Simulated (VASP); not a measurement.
# CdF2 (Immm) in VASP: notebook

Runs on CdF2. Level: PBE. Tasks: single point.

Program: VASP 6.6.1. These are calculated values, not measurements. Logs are shortened: lines on timing, memory, paths and dates and some standing lists are left out, and cuts for length are marked.

## 1. The cell of the first run

The structure is orthorhombic, space group Immm (No. 71). The conventional cell has a = 3.449 Å, b = 4.302 Å, c = 5.261 Å, α = 90.00°, β = 90.00°, γ = 90.00°. Cd (site symmetry mmm) has 8 F at 2.17 to 2.52 Å within 2.9 Å. F (site symmetry mm2) has 4 Cd at 2.17 to 2.52 Å and 6 F at 2.63 to 2.76 Å within 2.9 Å.

## 2. Single point, PBE (engineering shear strain xy -0.2200, normal strain along z -0.0400)

Contents of INCAR:

```
ALGO = Normal
EDIFF = 1E-6
ENCUT = 520
GGA = PE
ISIF = 2
ISMEAR = 0
LASPH = T
LCHARG = T
LELF = T
LREAL = F
LVHAR = T
LWAVE = F
NBANDS = 20
NELM = 80
PREC = Accurate
SIGMA = 0.05
```

Contents of KPOINTS:

```
k-points
0
Gamma
  8 8 8
```

Contents of POSCAR:

```
CdF2
1.0
   -0.3014297579      2.7402705265      2.6306597054
    2.7402705265     -0.3014297579      2.6306597054
    2.4388407686      2.4388407686      0.0000000000
Cd F
1 2
Direct
    0.0000000000      0.0000000000      0.0000000000
    0.2500000000      0.2500000000      0.2500000000
    0.7500000000      0.7500000000      0.7500000000
```

Potentials or basis: VASP PAW PBE potentials, release 64 (Cd, F).

Started as:

```bash
$ cat potpaw_PBE.64/Cd/POTCAR potpaw_PBE.64/F/POTCAR > POTCAR
$ mpirun -np 1 vasp_std > vasp.out
```

OUTCAR:

```text
EDIFF = 1E-6
   ENCUT = 520
   GGA = PE
   ISIF = 2
   ISMEAR = 0
   LASPH = T
   LREAL = F
   NELM = 80
   PREC = Accurate

 ion  position               nearest neighbor table
   1  0.000  0.000  0.000-   3 2.17   2 2.17   3 2.17   2 2.17   3 2.52   3 2.52   2 2.52   2 2.52

   2  0.250  0.250  0.250-   1 2.17   1 2.17   1 2.52   1 2.52
   3  0.750  0.750  0.750-   1 2.17   1 2.17   1 2.52   1 2.52

  LATTYP: Found a body centered orthorhombic cell.
 ALAT       =     3.4490416914
 B/A-ratio  =     1.2471910112
 C/A-ratio  =     1.5254438425

  Lattice vectors:

 A1 = (   0.3014297579,  -2.7402705265,  -2.6306597054)
 A2 = (  -0.3014297579,   2.7402705265,  -2.6306597054)
 A3 = (   2.7402705265,  -0.3014297579,   2.6306597054)

Analysis of symmetry for initial positions (statically):
=====================================================================
 Subroutine PRICEL returns:
 Original cell was already a primitive cell.

 Routine SETGRP: Setting up the symmetry group for a
 body centered orthorhombic supercell.

 Subroutine GETGRP returns: Found  8 space group operations
 (whereof  8 operations were pure point group operations)
 out of a pool of  8 trial point group operations.

The static configuration has the point symmetry D_2h.

Analysis of symmetry for dynamics (positions and initial velocities):
=====================================================================
 Subroutine PRICEL returns:
 Original cell was already a primitive cell.

 Routine SETGRP: Setting up the symmetry group for a
 body centered orthorhombic supercell.

 Subroutine GETGRP returns: Found  8 space group operations
 (whereof  8 operations were pure point group operations)
 out of a pool of  8 trial point group operations.

The dynamic configuration has the point symmetry D_2h.

 Subroutine INISYM returns: Found  8 space group operations
 (whereof  8 operations are pure point group operations),
 and found     1 'primitive' translations

----------------------------------------------------------------------------------------

                                     Primitive cell

  volume of cell :      39.0296

  direct lattice vectors                    reciprocal lattice vectors
    -0.301429758  2.740270526  2.630659705    -0.164381745  0.164381745  0.190066392
     2.740270526 -0.301429758  2.630659705     0.164381745 -0.164381745  0.190066392
     2.438840769  2.438840769  0.000000000     0.205015435  0.205015435 -0.190066392

  length of vectors
     3.810552840  3.810552840  3.449041691     0.300279786  0.300279786  0.346681252

  position of ions in fractional coordinates (direct lattice)
     0.000000000  0.000000000  0.000000000
     0.250000000  0.250000000  0.250000000
     0.750000000  0.750000000  0.750000000

  ion indices of the primitive-cell ions
   primitive index   ion index
                 1           1
                 2           2
                 3           3

----------------------------------------------------------------------------------------

 KPOINTS: k-points

Automatic generation of k-mesh.
 Grid dimensions read from file:
 generate k-points for:    8    8    8

 Generating k-lattice:

  Cartesian coordinates                     Fractional coordinates (reciprocal lattice)
    -0.020547718  0.020547718  0.023758299     0.125000000  0.000000000  0.000000000
     0.020547718 -0.020547718  0.023758299     0.000000000  0.125000000  0.000000000
     0.025626929  0.025626929 -0.023758299     0.000000000  0.000000000  0.125000000

  Length of vectors
     0.037534973  0.037534973  0.043335156

  Shift w.r.t. Gamma in fractional coordinates (k-lattice)
     0.000000000  0.000000000  0.000000000

 Subroutine IBZKPT returns following result:
 ===========================================

 Found     95 irreducible k-points:

 Following reciprocal coordinates:
            Coordinates               Weight
  0.000000  0.000000  0.000000      1.000000
  0.125000 -0.000000  0.000000      4.000000
  0.250000 -0.000000  0.000000      4.000000
  0.375000 -0.000000  0.000000      4.000000
  0.500000 -0.000000  0.000000      2.000000
  0.125000  0.125000  0.000000      2.000000
[... 16 lines left out ...]
  0.125000  0.000000  0.125000      4.000000
  0.250000 -0.000000  0.125000      8.000000
 [... further k-points ...]
   k-points           NKPTS =     95   k-points in BZ     NKDIM =     95   number of bands    NBANDS=     20
   number of dos      NEDOS =    301   number of ions     NIONS =      3
   total plane-waves  NPLWV =  21952
   dimension x,y,z NGX =    28 NGY =   28 NGZ =   28
   dimension x,y,z NGXF=    56 NGYF=   56 NGZF=   56
   ions per type =               1   2
   NGX,Y,Z   is equivalent  to a cutoff of  12.22, 12.22, 13.50 a.u.
   NGXF,Y,Z  is equivalent  to a cutoff of  24.43, 24.43, 26.99 a.u.
 SYSTEM =  unknown system
   PREC   = accura    normal or accurate (medium, high low for compatibility)
   ISTART =      0    job   : 0-new  1-cont  2-samecut
   ICHARG =      2    charge: 1-file 2-atom 10-const
   ISPIN  =      1    spin polarized calculation?
   LNONCOLLINEAR =      F non collinear calculations
   LSORBIT =      F    spin-orbit coupling
   LASPH  =      T    aspherical Exc in radial PAW
   ENCUT  =  520.0 eV  38.22 Ry    6.18 a.u.   7.09  7.09  6.41*2*pi/ulx,y,z
   NELM   =     80;   NELMIN=  2; NELMDL= -5     # of ELM steps
   EDIFF  = 0.1E-05   stopping-criterion for ELM
   LREAL  =      F    real-space projection
   EDIFFG = 0.1E-04   stopping-criterion for IOM
   NSW    =      0    number of steps for IOM
   IBRION =     -1    ionic relax: 0-MD 1-quasi-New 2-CG
   NFREE  =      0    steps in history (QN), initial steepest desc. (CG)
   ISIF   =      2    stress and relaxation
   ISYM   =      2    0-nonsym 1-usesym 2-fastsym
   POTIM  = 0.5000    time-step for ionic-motion
   TEBEG  =    0.0;   TEEND  =   0.0 temperature during run
   PSTRESS=    0.0 pullay stress
   NELECT =      26.0000    total number of electrons
   NUPDOWN=      -1.0000    fix difference up-down
   EMIN   =  10.00;   EMAX   =-10.00  energy-range for DOS
   EFERMI =   0.00;   METHOD = LEGACY
   ISMEAR =     0;   SIGMA  =   0.05  broadening in eV -4-tet -1-fermi 0-gaus
   EFERMI_NEDOS =   21; number of points for ismear=-14 and -15
   IALGO  =     38    algorithm
   IMIX   =      4    mixing-type and parameters
     AMIX     =   0.40;   BMIX     =  1.00
     AMIX_MAG =   1.60;   BMIX_MAG =  1.00
  volume/ion in A,a.u.               =      13.01        87.80
  Fermi-wavevector in a.u.,A,eV,Ry     =   1.429775  2.701883 27.813808  2.044257
  Thomas-Fermi vector in A             =   2.549692
   LORBIT       =      0    0 simple, 1 ext, 2 COOP (PROOUT), +10 PAW based schemes
   GGA     = PE    functional components
   LHFCALC =     F    Hartree Fock is set to
   AEXX    =    0.0000 exact exchange contribution
   IVDW    =     0    specifies the selected vdW correction
   LEPSILON=     F    determine dielectric tensor
   LRPA    =     F    only Hartree local field effects (RPA)
 non-spin polarized calculation
 Gauss-broadening in eV      SIGMA  =   0.05
  energy-cutoff  :      520.00
  volume of cell :       39.03
 maximum number of plane-waves:      1070
   NGX = 15   NGY = 15   NGZ = 13

 number of electron      26.0000000 magnetization

 Free energy of the ion-electron system (eV)
  ---------------------------------------------------
  ext. energy  EPLUGINS =         0.00000000
  ---------------------------------------------------
  free energy    TOTEN  =       -10.62173433 eV

  energy without entropy =      -10.62173433  energy(sigma->0) =      -10.62173433

 E-fermi :  -0.6878     XC(G=0): -10.3982

 val. band max:       -0.9169765994   @ k =   0.5000   0.5000   0.0000
 cond. band min:       1.9941823044   @ k =   0.0000   0.0000   0.0000
 fundamental gap:      2.9111589038
 Fermi energy:        -0.6878495796

 k-point     1 :       0.0000    0.0000    0.0000
  band No.  band energies     occupation
      1     -22.2420      2.00000
      2     -21.1618      2.00000
      3      -7.1703      2.00000
      4      -7.0775      2.00000
      5      -6.8020      2.00000
      6      -5.6785      2.00000
[... 12 lines left out ...]
     19      18.7335      0.00000
     20      19.2136      0.00000

 k-point     2 :       0.1250   -0.0000    0.0000
  band No.  band energies     occupation
      1     -22.1990      2.00000
      2     -21.2025      2.00000
      3      -7.1348      2.00000
      4      -7.0135      2.00000
      5      -6.6889      2.00000
      6      -5.6843      2.00000
[... 12 lines left out ...]
     19      18.6801      0.00000
     20      18.7398      0.00000

 k-point     3 :       0.2500   -0.0000    0.0000
  band No.  band energies     occupation
      1     -22.0794      2.00000
      2     -21.3156      2.00000
      3      -7.0512      2.00000
      4      -6.8883      2.00000
      5      -6.3465      2.00000
      6      -5.7062      2.00000
[... 12 lines left out ...]
     19      17.8879      0.00000
     20      18.5922      0.00000

 k-point     4 :       0.3750   -0.0000    0.0000
  band No.  band energies     occupation
      1     -21.9099      2.00000
      2     -21.4776      2.00000
      3      -6.9731      2.00000
      4      -6.7855      2.00000
      5      -5.9137      2.00000
      6      -5.6733      2.00000
[... 12 lines left out ...]
     19      17.3699      0.00000
     20      18.5693      0.00000

 k-point     5 :       0.5000   -0.0000    0.0000
  band No.  band energies     occupation
      1     -21.7738      2.00000
      2     -21.6102      2.00000
      3      -6.9431      2.00000
      4      -6.7482      2.00000
      5      -5.7924      2.00000
      6      -5.6058      2.00000
[... 12 lines left out ...]
     19      17.1130      0.00000
     20      18.5841      0.00000

 k-point     6 :       0.1250    0.1250    0.0000
  band No.  band energies     occupation
      1     -22.1678      2.00000
      2     -21.2312      2.00000
      3      -7.1127      2.00000
      4      -6.8737      2.00000
      5      -6.7058      2.00000
      6      -5.7365      2.00000
[... 12 lines left out ...]
     19      18.5536      0.00000
     20      18.9019      0.00000

 k-point     7 :       0.2500    0.1250    0.0000
  band No.  band energies     occupation
      1     -22.0620      2.00000
      2     -21.3289      2.00000
      3      -7.0318      2.00000
      4      -6.7393      2.00000
      5      -6.4381      2.00000
      6      -5.7947      2.00000
[... 12 lines left out ...]
     19      19.0100      0.00000
     20      19.2271      0.00000
[... 277 lines left out ...]
 k-point    20 :      -0.3750    0.3750    0.0000
  band No.  band energies     occupation
      1     -21.7168      2.00000
      2     -21.6171      2.00000
      3      -6.8629      2.00000
      4      -6.6549      2.00000
      5      -5.6559      2.00000
      6      -5.6342      2.00000
[... 12 lines left out ...]
     19      19.2333      0.00000
     20      20.3685      0.00000

 k-point    21 :       0.5000    0.5000    0.0000
  band No.  band energies     occupation
      1     -21.6856      2.00000
      2     -21.6306      2.00000
      3      -6.9337      2.00000
      4      -6.5675      2.00000
      5      -5.5885      2.00000
      6      -5.5603      2.00000
[... 12 lines left out ...]
     19      18.4813      0.00000
     20      20.5266      0.00000

 k-point    22 :       0.0000    0.0000    0.1250
  band No.  band energies     occupation
      1     -22.1824      2.00000
      2     -21.2106      2.00000
      3      -7.0410      2.00000
      4      -6.9152      2.00000
      5      -6.7216      2.00000
      6      -5.7330      2.00000
[... 12 lines left out ...]
     19      17.6247      0.00000
     20      18.8084      0.00000

 k-point    23 :       0.1250    0.0000    0.1250
  band No.  band energies     occupation
      1     -22.1782      2.00000
      2     -21.2140      2.00000
      3      -7.0176      2.00000
      4      -6.9692      2.00000
      5      -6.6524      2.00000
      6      -5.7754      2.00000
[... 12 lines left out ...]
     19      18.2128      0.00000
     20      19.2492      0.00000

 k-point    24 :       0.2500   -0.0000    0.1250
  band No.  band energies     occupation
      1     -22.0967      2.00000
      2     -21.2887      2.00000
      3      -6.9716      2.00000
      4      -6.8740      2.00000
      5      -6.3855      2.00000
      6      -5.8155      2.00000
[... 12 lines left out ...]
     19      19.0823      0.00000
     20      19.2071      0.00000

 [... further k-points ...]

------------------------ aborting loop because EDIFF is reached ----------------------------------------

  FORCE on cell =-STRESS in cart. coord.  units (eV):
  Direction    XX          YY          ZZ          XY          YZ          ZX
  --------------------------------------------------------------------------------------
  -------------------------------------------------------------------------------------
  Total        2.5678064      2.5678064      3.6191687      2.2413646     -0.0000000     -0.0000000
  in kB      105.4091523    105.4091523    148.5678631     92.0086273     -0.0000000     -0.0000000
  external PRESSURE =     119.7953893 kB  Pullay stress =       0.0000000 kB

 VOLUME and BASIS-vectors are now :
 -----------------------------------------------------------------------------
  energy-cutoff  :      520.00
  volume of cell :       39.03
      direct lattice vectors                 reciprocal lattice vectors
    -0.301429758  2.740270526  2.630659705    -0.164381745  0.164381745  0.190066392
     2.740270526 -0.301429758  2.630659705     0.164381745 -0.164381745  0.190066392
     2.438840769  2.438840769  0.000000000     0.205015435  0.205015435 -0.190066392

 POSITION                                       TOTAL-FORCE (eV/Angst)
 -----------------------------------------------------------------------------------
      0.00000      0.00000      0.00000        -0.000000     -0.000000      0.000000
      1.21942      1.21942      1.31533        -0.000000     -0.000000      0.841731
      3.65826      3.65826      3.94599         0.000000      0.000000     -0.841731
 -----------------------------------------------------------------------------------
    total drift:                                0.000000      0.000000      0.000000

  FREE ENERGIE OF THE ION-ELECTRON SYSTEM (eV)
  ---------------------------------------------------
  free  energy   TOTEN  =       -10.6217343292 eV

  energy  without entropy=      -10.6217343292  energy(sigma->0) =      -10.62173433
```

It took 37 s on 1 thread of Intel Xeon Platinum 8488C (Sapphire Rapids), shared host; peak memory 0.2 GiB.

What came out:

| Item | Value |
| --- | --- |
| Free energy | -10.6217 eV |
| Pressure | 12.0 GPa |
| Largest force | 0.842 eV/Å |
| Band gap on the k mesh | 2.91 eV (least direct gap 3.13 eV) |

Forces in eV/Å, atoms in the order of the input:
```
Cd   0.000  0.000  0.000
F    0.000  0.000  0.842
F    0.000  0.000 -0.842
```

Caveat: the cell differs from its parent crystal (engineering shear strain xy -0.2200, normal strain along z -0.0400); the cell stands under pressure.

## 3. Single point, PBE (engineering shear strain xy -0.0733, normal strain along z -0.0400)

Contents of INCAR:

```
PREC = Accurate
ENCUT = 520
EDIFF = 1E-7
ISMEAR = 0
SIGMA = 0.05
LREAL = False
LASPH = True
NELM = 80
ALGO = Normal
ISIF = 2
LWAVE = False
LCHARG = False
GGA = PE
NBANDS = 20
```

Contents of KPOINTS:

```
regular mesh
0
Gamma
  8 8 8
```

Contents of POSCAR:

```
CdF2
1.0
   -0.1004309148      2.7402705265      2.6306597054
    2.7402705265     -0.1004309148      2.6306597054
    2.6398396117      2.6398396117      0.0000000000
Cd F
1 2
Direct
    0.0000000000      0.0000000000      0.0000000000
    0.2500000000      0.2500000000      0.2500000000
    0.7500000000      0.7500000000      0.7500000000
```

Potentials or basis: VASP PAW PBE potentials, release 64 (Cd, F).

Started as:

```bash
$ cat potpaw_PBE.64/Cd/POTCAR potpaw_PBE.64/F/POTCAR > POTCAR
$ mpirun -np 1 vasp_std > vasp.out
```

Wall time 38 s (1 thread of Intel Xeon Platinum 8488C (Sapphire Rapids), shared host); peak memory 0.2 GiB.

Results (log left out):

```
Free energy            : -10.8375 eV
Pressure               : 5.7 GPa
Largest force          : 0.205 eV/Å
Band gap on the k mesh : 3.00 eV (least direct gap 3.34 eV)
```

Forces on the atoms (eV/Å):
```
Cd   0.000  0.000  0.000
F    0.000  0.000  0.205
F    0.000  0.000 -0.205
```

Stress tensor (GPa, compression positive):
```
4.22 2.32 0.00
2.32 4.22 0.00
0.00 0.00 8.59
```

Levels at points of the mesh, in eV from the valence-band top:
| k point | band 11 | band 12 | band 13 | band 14 | band 15 | band 16 |
| --- | --- | --- | --- | --- | --- | --- |
| (0.00, 0.00, 0.00) | -0.68 | -0.67 | -0.34 | 3.00 | 12.00 | 12.58 |
| (0.50, 0.00, 0.00) | -1.75 | -0.42 | -0.31 | 6.90 | 8.89 | 14.31 |
| (0.50, 0.50, 0.00) | -0.38 | -0.30 | -0.03 | 7.82 | 9.51 | 11.90 |
| (0.00, 0.00, 0.50) | -1.87 | -0.59 | -0.47 | 7.23 | 9.23 | 13.68 |
| (0.50, 0.00, 0.50) | -0.62 | -0.20 | -0.03 | 7.93 | 9.55 | 11.87 |

Caveat: the cell differs from its parent crystal (engineering shear strain xy -0.0733, normal strain along z -0.0400); the cell stands under pressure.
